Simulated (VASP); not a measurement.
Wanted: the native input for a VASP 6.6.1 run.

| Item | Value |
| --- | --- |
| Task | single point |
| Functional | PBEsol |
| Potentials or basis | VASP PAW PBE potentials, release 64 (Lu) |
| Cutoff | 520 eV |
| k mesh | 13 × 13 × 13 |
| Occupations | fermi-dirac, width 0.1 eV |
| Spin | no spin polarisation |
| Dipole correction | no |
| Further INCAR settings | ALGO = Normal; EDIFF = 1e-06; NBANDS = 18 |

The structure of Lu lies in POSCAR:

```
Lu
1.0
   -1.8863598779      1.8863598779      1.8863598779
    1.8863598779     -1.8863598779      1.8863598779
    1.8863598779      1.8863598779     -1.8863598779
Lu
1
Direct
    0.0000000000      0.0000000000      0.0000000000
```

This cell differs from its parent crystal: volume scaled by 0.96.

The input as run:

INCAR

```
SYSTEM = Lu
ALGO     = Normal         ! electronic algorithm
EDIFF    = 1E-6           ! SCF threshold, eV
ENCUT    = 520            ! plane-wave cutoff, eV
GGA      = PS             ! functional
ISIF     = 2              ! what is computed and relaxed
ISMEAR   = -1             ! smearing method
LASPH    = .True.         ! aspherical terms in the spheres
LCHARG   = .False.        ! write CHGCAR
LREAL    = .False.        ! projectors in reciprocal space
LWAVE    = .False.        ! write WAVECAR
NBANDS   = 18             ! bands
NELM     = 80             ! most SCF steps
PREC     = Accurate       ! precision mode
SIGMA    = 0.1            ! smearing width, eV
```

KPOINTS

```
k-points
0
Gamma
  13 13 13
  0 0 0
```

Potentials or basis: VASP PAW PBE potentials, release 64 (Lu).

The run is started by

```console
$ cat potpaw_PBE.64/Lu/POTCAR > POTCAR
$ mpirun -np 1 vasp_std > vasp.out
```

It gave:

The pressure is 2.1 GPa.

Caveat: the PAW data sets were made with another functional, which shifts forces and pressure a little.

It took 22 s on 1 thread of Intel Xeon 6975P-C, on a shared host, peak memory 0.17 GiB.
